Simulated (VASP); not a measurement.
V, 2 atoms in the cell. It takes space group Fd-3m (No. 227, cubic). The conventional cell has a = 5.102 Å, b = 5.102 Å, c = 5.102 Å, α = 90.00°, β = 90.00°, γ = 90.00°. V (site symmetry -43m) has 4 V at 2.21 Å within 2.9 Å. This isn't the form of V at room conditions, which is bcc.

- Program: VASP 6.6.1
- Task: single point
- Functional: LDA
- Potentials or basis: VASP PAW LDA potentials, release 64 (V_sv)
- Cutoff: 520 eV
- k mesh: 17 × 17 × 17
- Occupations: fermi-dirac, width 0.1 eV
- Spin: no spin polarisation
- Dipole correction: no
- Further INCAR settings: ALGO = Normal; EDIFF = 1e-06; NBANDS = 20

Potentials or basis: VASP PAW LDA potentials, release 64 (V_sv).

Launch:

```console
$ cat potpaw_LDA.64/V_sv/POTCAR > POTCAR
$ mpirun -np 1 vasp_std > vasp.out
```

Hardware: 1 thread of Intel Xeon 8259CL, with other jobs on the host.

Problem. How long does it take, and how much memory?

Solution. It took 2.5 min on 1 thread of Intel Xeon 8259CL (shared host), peak memory 0.21 GiB. Counts: scf iterations 11, k points 165.
